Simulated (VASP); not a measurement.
# HfN (Fm-3m) in VASP: notebook, part 2 of 2

VASP 6.6.1.

## (3) Vibrations by perturbation theory, PBE

This run uses another cell than the first one, of 11.51 Å³/atom, 1.127 times its volume.

Contents of INCAR:

```
SYSTEM = HfN
ALGO = Normal
EDIFF = 1E-8
ENCUT = 520
GGA = PE
IBRION = 8
ISIF = 2
ISMEAR = -1
LASPH = .True.
LCHARG = .False.
LREAL = .False.
LWAVE = .False.
NBANDS = 14
NELM = 60
NSW = 1
PREC = Accurate
SIGMA = 0.15
```

Contents of KPOINTS:

```
k-points
0
Gamma
  16 16 16
  0 0 0
```

Contents of POSCAR:

```
HfN
1.0
    0.0000000000      2.2578754513      2.2578754513
    2.2578754513      0.0000000000      2.2578754513
    2.2578754513      2.2578754513      0.0000000000
Hf N
1 1
Direct
    0.0000000000      0.0000000000      0.0000000000
    0.5000000000      0.5000000000      0.5000000000
```

Potentials or basis: VASP PAW PBE potentials, release 64 (Hf_pv, N).

The run is started by

```bash
> cat potpaw_PBE.64/Hf_pv/POTCAR potpaw_PBE.64/N/POTCAR > POTCAR
> mpirun -np 1 vasp_std > vasp.out
```

OUTCAR:

```text
SYSTEM = HfN
   EDIFF = 1E-8
   ENCUT = 520
   GGA = PE
   IBRION = 8
   ISIF = 2
   ISMEAR = -1
   LASPH = .True.
   LREAL = .False.
   NELM = 60
   NSW = 1
   PREC = Accurate

 ion  position               nearest neighbor table
   1  0.000  0.000  0.000-   2 2.26   2 2.26   2 2.26   2 2.26   2 2.26   2 2.26
   2  0.500  0.500  0.500-   1 2.26   1 2.26   1 2.26   1 2.26   1 2.26   1 2.26

  LATTYP: Found a face centered cubic cell.
 ALAT       =     4.5157509026

  Lattice vectors:

 A1 = (   0.0000000000,   2.2578754513,   2.2578754513)
 A2 = (   2.2578754513,   0.0000000000,   2.2578754513)
 A3 = (   2.2578754513,   2.2578754513,   0.0000000000)

Analysis of symmetry for initial positions (statically):
=====================================================================
 Subroutine PRICEL returns:
[... 637 lines left out ...]

------------------------ aborting loop because EDIFF is reached ----------------------------------------

 INTERNAL STRAIN TENSOR  FOR ION    2  DIRECTION 1   (eV/Angst):
 -----------------------------------------------------------------------------
    -0.01748 -0.00000  0.00000
     0.00000  0.00700  0.00000
     0.00000  0.00000  0.00700

 INTERNAL STRAIN TENSOR FOR ION    2 for displacements in x,y,z  (eV/Angst):
          X           Y           Z          XY          YZ          ZX
  --------------------------------------------------------------------------------
  x     0.00000     0.00000     0.00000     0.00000     0.00000     0.00000
  y     0.00000     0.00000     0.00000     0.00000     0.00000     0.00000
  z     0.00000     0.00000     0.00000     0.00000     0.00000     0.00000

 SECOND DERIVATIVES (NOT SYMMETRIZED)
 ------------------------------------
               1X          1Y          1Z          2X          2Y          2Z
  1X   -11.873722    0.000000    0.000000   11.873722    0.000000    0.000000
  1Y     0.000000  -11.873722    0.000000    0.000000   11.873722    0.000000
  1Z     0.000000    0.000000  -11.873722    0.000000    0.000000   11.873722
  2X    11.876457    0.000000    0.000000  -11.876457    0.000000    0.000000
  2Y     0.000000   11.876457    0.000000    0.000000  -11.876457    0.000000
  2Z     0.000000    0.000000   11.876457    0.000000    0.000000  -11.876457

 Eigenvectors and eigenvalues of the dynamical matrix
 ----------------------------------------------------

   1 f  =   14.952344 THz    93.948349 2PiTHz  498.756512 cm-1    61.837898 meV
             X         Y         Z           dx          dy          dz
      0.000000  0.000000  0.000000     0.000000    0.269667    0.000000
      2.257875  2.257875  2.257875     0.000000   -0.962954    0.000000
[... 21 lines left out ...]
   6 f/i=    0.000447 THz     0.002809 2PiTHz    0.014913 cm-1     0.001849 meV
             X         Y         Z           dx          dy          dz
      0.000000  0.000000  0.000000     0.000000   -0.962954    0.000000
      2.257875  2.257875  2.257875     0.000000   -0.269667    0.000000

--------------------------------------------------------------------------------------------------------

 ELASTIC MODULI CONTR FROM IONIC RELAXATION (kBar)
 Direction    XX          YY          ZZ          XY          YZ          ZX
 --------------------------------------------------------------------------------
 XX           0.0000      0.0000      0.0000      0.0000      0.0000      0.0000
 YY           0.0000      0.0000      0.0000      0.0000      0.0000      0.0000
 ZZ           0.0000      0.0000      0.0000      0.0000      0.0000      0.0000
 XY           0.0000      0.0000      0.0000      0.0000      0.0000      0.0000
 YZ           0.0000      0.0000      0.0000      0.0000      0.0000      0.0000
 ZX           0.0000      0.0000      0.0000      0.0000      0.0000      0.0000
 --------------------------------------------------------------------------------
```

stdout:

```text
POSCAR found type information on POSCAR HfN
 POSCAR found :  2 types and       2 ions
 scaLAPACK will be used
 LDA part: xc-table for (Slater+PW92), standard interpolation
 POSCAR, INCAR and KPOINTS ok, starting setup
 FFT: planning ... GRIDC
 FFT: planning ... GRID_SOFT
 FFT: planning ... GRID
 WAVECAR not read
 entering main loop
 Linear response reoptimize wavefunctions to high precision
 Linear response DOF=           2
 Linear response progress:
 first order change of Fermi-energy   0.14355E-03
 force on displaced ion       1 direction 1 : -11.874   0.000   0.000
 Linear response progress:
 first order change of Fermi-energy   0.76641E-04
 force on displaced ion       2 direction 1 : -11.876   0.000   0.000
 Linear response finished
```

Run time: 2 min. Hardware: 1 thread of Intel Xeon 6975P-C (Granite Rapids), shared host; peak memory 0.37 GiB.

What came out:

```
Highest phonon frequency at Γ, LO-TO splitting left out : 499 cm⁻¹
```

Phonon frequencies in cm⁻¹ (negative: imaginary):
```
              q point        frequencies
(0.000, 0.000, 0.000)  0 0 0 499 499 499
```

Caveat: the cell wasn't relaxed at this level first, which shifts response properties; spin-orbit coupling is left out, which moves the levels of the heavy elements.

## (4) Vibrations by perturbation theory, PBE

This run uses another cell than the first one, of 11.81 Å³/atom, 1.156 times its volume.

Contents of INCAR:

```
SYSTEM = HfN
PREC = Accurate
ENCUT = 520
EDIFF = 1E-8
ISMEAR = -1
SIGMA = 0.15
LREAL = .False.
LASPH = .True.
NELM = 60
ALGO = Normal
ISIF = 2
LWAVE = .False.
LCHARG = .True.
GGA = PE
IBRION = 8
NSW = 1
```

Contents of KPOINTS:

```
regular mesh
0
Gamma
  16 16 16
  0 0 0
```

Contents of POSCAR:

```
HfN
1.0
    0.0000000000      2.2772542267      2.2772542267
    2.2772542267      0.0000000000      2.2772542267
    2.2772542267      2.2772542267      0.0000000000
Hf N
1 1
Direct
    0.0000000000      0.0000000000      0.0000000000
    0.5000000000      0.5000000000      0.5000000000
```

Potentials or basis: VASP PAW PBE potentials, release 64 (Hf_pv, N).

The run is started by

```bash
> cat potpaw_PBE.64/Hf_pv/POTCAR potpaw_PBE.64/N/POTCAR > POTCAR
> mpirun -np 1 vasp_std > vasp.out
```

OUTCAR:

```text
SYSTEM = HfN
   PREC = Accurate
   ENCUT = 520
   EDIFF = 1E-8
   ISMEAR = -1
   LREAL = .False.
   LASPH = .True.
   NELM = 60
   ISIF = 2
   GGA = PE
   IBRION = 8
   NSW = 1

 ion  position               nearest neighbor table
   1  0.000  0.000  0.000-   2 2.28   2 2.28   2 2.28   2 2.28   2 2.28   2 2.28
   2  0.500  0.500  0.500-   1 2.28   1 2.28   1 2.28   1 2.28   1 2.28   1 2.28

  LATTYP: Found a face centered cubic cell.
 ALAT       =     4.5545084534

  Lattice vectors:

 A1 = (   0.0000000000,   2.2772542267,   2.2772542267)
 A2 = (   2.2772542267,   0.0000000000,   2.2772542267)
 A3 = (   2.2772542267,   2.2772542267,   0.0000000000)

Analysis of symmetry for initial positions (statically):
=====================================================================
 Subroutine PRICEL returns:
 Original cell was already a primitive cell.

 Routine SETGRP: Setting up the symmetry group for a
 face centered cubic supercell.

 Subroutine GETGRP returns: Found 48 space group operations
[... 561 lines left out ...]

 INTERNAL STRAIN TENSOR  FOR ION    2  DIRECTION 1   (eV/Angst):
 -----------------------------------------------------------------------------
    -0.01769 -0.00000  0.00000
    -0.00000  0.00739 -0.00000
     0.00000 -0.00000  0.00739

 INTERNAL STRAIN TENSOR FOR ION    2 for displacements in x,y,z  (eV/Angst):
          X           Y           Z          XY          YZ          ZX
  --------------------------------------------------------------------------------
  x     0.00000     0.00000     0.00000     0.00000     0.00000     0.00000
  y     0.00000     0.00000     0.00000     0.00000     0.00000     0.00000
  z     0.00000     0.00000     0.00000     0.00000     0.00000     0.00000

 SECOND DERIVATIVES (NOT SYMMETRIZED)
 ------------------------------------
               1X          1Y          1Z          2X          2Y          2Z
  1X   -10.704600    0.000000    0.000000   10.704600    0.000000    0.000000
  1Y     0.000000  -10.704600    0.000000    0.000000   10.704600    0.000000
  1Z     0.000000    0.000000  -10.704600    0.000000    0.000000   10.704600
  2X    10.693549    0.000000    0.000000  -10.693549    0.000000    0.000000
  2Y     0.000000   10.693549    0.000000    0.000000  -10.693549    0.000000
  2Z     0.000000    0.000000   10.693549    0.000000    0.000000  -10.693549

 Eigenvectors and eigenvalues of the dynamical matrix
 ----------------------------------------------------

   1 f  =   14.188834 THz    89.151076 2PiTHz  473.288570 cm-1    58.680277 meV
             X         Y         Z           dx          dy          dz
      0.000000  0.000000  0.000000    -0.269825    0.000000    0.000000
      2.277254  2.277254  2.277254     0.962909    0.000000    0.000000
[... 21 lines left out ...]
   6 f/i=    0.001904 THz     0.011962 2PiTHz    0.063507 cm-1     0.007874 meV
             X         Y         Z           dx          dy          dz
      0.000000  0.000000  0.000000     0.000000    0.000000    0.962909
      2.277254  2.277254  2.277254     0.000000    0.000000    0.269825

--------------------------------------------------------------------------------------------------------

 ELASTIC MODULI CONTR FROM IONIC RELAXATION (kBar)
 Direction    XX          YY          ZZ          XY          YZ          ZX
 --------------------------------------------------------------------------------
 XX           0.0000      0.0000      0.0000      0.0000      0.0000      0.0000
 YY           0.0000      0.0000      0.0000      0.0000      0.0000      0.0000
 ZZ           0.0000      0.0000      0.0000      0.0000      0.0000      0.0000
 XY           0.0000      0.0000      0.0000      0.0000      0.0000      0.0000
 YZ           0.0000      0.0000      0.0000      0.0000      0.0000      0.0000
 ZX           0.0000      0.0000      0.0000      0.0000      0.0000      0.0000
 --------------------------------------------------------------------------------
```

OSZICAR:

```text
N       E                     dE             d eps       ncg     rms          rms(c)
DAV:   1     0.391520971904E+02    0.39152E+02   -0.82721E+03  3190   0.128E+03
DAV:   2    -0.225010276606E+02   -0.61653E+02   -0.58451E+02  4226   0.253E+02
DAV:   3    -0.247662498255E+02   -0.22652E+01   -0.22433E+01  4172   0.421E+01
[... 51 lines left out ...]
RMM:  13    -0.233477770799E+00   -0.93721E-09   -0.15338E-07 10072   0.105E-04    0.383E-06
RMM:  14    -0.233477771117E+00   -0.31847E-09   -0.14400E-07  7788   0.105E-04    0.103E-06
RMM:  15    -0.233477770630E+00    0.48706E-09   -0.14431E-07  6569   0.105E-04    0.232E-07
RMM:  16    -0.233477770254E+00    0.37598E-09   -0.14018E-07  6119   0.105E-04    0.254E-07
RMM:  17    -0.233477770277E+00   -0.23010E-10   -0.14241E-07  5875   0.105E-04    0.809E-08
 Linear response finished
```

stdout:

```text
POSCAR found type information on POSCAR HfN
 POSCAR found :  2 types and       2 ions
 scaLAPACK will be used
 LDA part: xc-table for (Slater+PW92), standard interpolation
 POSCAR, INCAR and KPOINTS ok, starting setup
 FFT: planning ... GRIDC
 FFT: planning ... GRID_SOFT
 FFT: planning ... GRID
 WAVECAR not read
 entering main loop
 Linear response reoptimize wavefunctions to high precision
 Linear response DOF=           2
 Linear response progress:
 first order change of Fermi-energy   0.15841E-03
 force on displaced ion       1 direction 1 : -10.705   0.000   0.000
 Linear response progress:
 first order change of Fermi-energy   0.72646E-04
 force on displaced ion       2 direction 1 : -10.694   0.000   0.000
 Linear response finished
```

It took 8.9 min on 1 thread of AMD EPYC 7R43 (Zen 3), shared host; peak memory 0.31 GiB.

Results:

* Highest phonon frequency at Γ, LO-TO splitting left out: 473 cm⁻¹

Phonon frequencies in cm⁻¹ (negative: imaginary):
```
              q point        frequencies
(0.000, 0.000, 0.000)  0 0 0 473 473 473
```

Caveat: the cell wasn't relaxed at this level first, which shifts response properties; spin-orbit coupling is left out, which moves the levels of the heavy elements.

## (5) Vibrations by perturbation theory, PBE

This run uses another cell than the first one, of 11.39 Å³/atom, 1.115 times its volume.

INCAR, as its differences from that of step 4:

```diff
@@ -8,3 +8,3 @@
 LASPH = .True.
-NELM = 60
+NELM = 80
 ALGO = Normal
```

KPOINTS is that of step 4.

Contents of POSCAR:

```
HfN
1.0
    0.0000000000      2.2502074237      2.2502074237
    2.2502074237      0.0000000000      2.2502074237
    2.2502074237      2.2502074237      0.0000000000
Hf N
1 1
Direct
    0.0000000000      0.0000000000      0.0000000000
    0.5000000000      0.5000000000      0.5000000000
```

Potentials or basis: VASP PAW PBE potentials, release 64 (Hf_pv, N).

The run is started by

```bash
> cat potpaw_PBE.64/Hf_pv/POTCAR potpaw_PBE.64/N/POTCAR > POTCAR
> mpirun -np 1 vasp_std > vasp.out
```

OUTCAR:

```text
SYSTEM = HfN
   PREC = Accurate
   ENCUT = 520
   EDIFF = 1E-8
   ISMEAR = -1
   LREAL = .False.
   LASPH = .True.
   NELM = 80
   ISIF = 2
   GGA = PE
   IBRION = 8
   NSW = 1

 ion  position               nearest neighbor table
   1  0.000  0.000  0.000-   2 2.25   2 2.25   2 2.25   2 2.25   2 2.25   2 2.25
   2  0.500  0.500  0.500-   1 2.25   1 2.25   1 2.25   1 2.25   1 2.25   1 2.25

  LATTYP: Found a face centered cubic cell.
 ALAT       =     4.5004148474

  Lattice vectors:

 A1 = (   0.0000000000,   2.2502074237,   2.2502074237)
 A2 = (   2.2502074237,   0.0000000000,   2.2502074237)
 A3 = (   2.2502074237,   2.2502074237,   0.0000000000)

Analysis of symmetry for initial positions (statically):
=====================================================================
 Subroutine PRICEL returns:
 Original cell was already a primitive cell.

 Routine SETGRP: Setting up the symmetry group for a
 face centered cubic supercell.

 Subroutine GETGRP returns: Found 48 space group operations
[... 9 lines left out ...]

 Routine SETGRP: Setting up the symmetry group for a
 face centered cubic supercell.

 Subroutine GETGRP returns: Found 48 space group operations
[... 11 lines left out ...]
                                     Primitive cell

  volume of cell :      22.7876

  direct lattice vectors                    reciprocal lattice vectors
     0.000000000  2.250207424  2.250207424    -0.222201738  0.222201738  0.222201738
     2.250207424  0.000000000  2.250207424     0.222201738 -0.222201738  0.222201738
     2.250207424  2.250207424  0.000000000     0.222201738  0.222201738 -0.222201738

  length of vectors
     3.182273857  3.182273857  3.182273857     0.384864699  0.384864699  0.384864699

[... 497 lines left out ...]
 -----------------------------------------------------------------------------------
    total drift:                                0.000000     -0.000000     -0.000000

  FREE ENERGIE OF THE ION-ELECTRON SYSTEM (eV)
  ---------------------------------------------------
  free  energy   TOTEN  =       -21.7693023624 eV

  energy  without entropy=      -21.7264589346  energy(sigma->0) =      -21.74788065

[... ionic steps 2 to 3 ...]

--------------------------------------- Ionic step        4  -------------------------------------------

------------------------ aborting loop because EDIFF is reached ----------------------------------------

[... ionic steps 5 to 6 ...]

--------------------------------------- Ionic step        7  -------------------------------------------

 Free energy of the ion-electron system (eV)
  ---------------------------------------------------
  ---------------------------------------------------
  free energy    TOTEN  =        -0.23415770 eV

  energy without entropy =       -0.23415770

------------------------ aborting loop because EDIFF is reached ----------------------------------------

 INTERNAL STRAIN TENSOR  FOR ION    2  DIRECTION 1   (eV/Angst):
 -----------------------------------------------------------------------------
    -0.01706  0.00000 -0.00000
     0.00000  0.00680 -0.00000
     0.00000 -0.00000  0.00680

 INTERNAL STRAIN TENSOR FOR ION    2 for displacements in x,y,z  (eV/Angst):
          X           Y           Z          XY          YZ          ZX
  --------------------------------------------------------------------------------
  x     0.00000     0.00000     0.00000     0.00000     0.00000     0.00000
  y     0.00000     0.00000     0.00000     0.00000     0.00000     0.00000
  z     0.00000     0.00000     0.00000     0.00000     0.00000     0.00000

 SECOND DERIVATIVES (NOT SYMMETRIZED)
 ------------------------------------
               1X          1Y          1Z          2X          2Y          2Z
  1X   -12.364318    0.000000    0.000000   12.364318    0.000000    0.000000
  1Y     0.000000  -12.364318    0.000000    0.000000   12.364318    0.000000
  1Z     0.000000    0.000000  -12.364318    0.000000    0.000000   12.364318
  2X    12.370954    0.000000    0.000000  -12.370954    0.000000    0.000000
  2Y     0.000000   12.370954    0.000000    0.000000  -12.370954    0.000000
  2Z     0.000000    0.000000   12.370954    0.000000    0.000000  -12.370954

 Eigenvectors and eigenvalues of the dynamical matrix
 ----------------------------------------------------

   1 f  =   15.260283 THz    95.883189 2PiTHz  509.028264 cm-1    63.111433 meV
             X         Y         Z           dx          dy          dz
      0.000000  0.000000  0.000000     0.000000    0.269629    0.000000
      2.250207  2.250207  2.250207     0.000000   -0.962964    0.000000
[... 21 lines left out ...]
   6 f/i=    0.001063 THz     0.006679 2PiTHz    0.035458 cm-1     0.004396 meV
             X         Y         Z           dx          dy          dz
      0.000000  0.000000  0.000000     0.000000   -0.962964    0.000000
      2.250207  2.250207  2.250207     0.000000   -0.269629    0.000000

--------------------------------------------------------------------------------------------------------

 ELASTIC MODULI CONTR FROM IONIC RELAXATION (kBar)
 Direction    XX          YY          ZZ          XY          YZ          ZX
 --------------------------------------------------------------------------------
 XX           0.0000      0.0000      0.0000      0.0000      0.0000      0.0000
 YY           0.0000      0.0000      0.0000      0.0000      0.0000      0.0000
 ZZ           0.0000      0.0000      0.0000      0.0000      0.0000      0.0000
 XY           0.0000      0.0000      0.0000      0.0000      0.0000      0.0000
 YZ           0.0000      0.0000      0.0000      0.0000      0.0000      0.0000
 ZX           0.0000      0.0000      0.0000      0.0000      0.0000      0.0000
 --------------------------------------------------------------------------------
```

Wall time 2.2 min (1 thread of Intel Xeon 6975P-C (Granite Rapids), shared host); peak memory 0.36 GiB.

Results:

| Item | Value |
| --- | --- |
| Highest phonon frequency at Γ, LO-TO splitting left out | 509 cm⁻¹ |

Phonon frequencies in cm⁻¹ (negative: imaginary):
| q point | frequencies |
| --- | --- |
| (0.000, 0.000, 0.000) | 0 0 0 509 509 509 |

Caveat: the cell wasn't relaxed at this level first, which shifts response properties; spin-orbit coupling is left out, which moves the levels of the heavy elements.
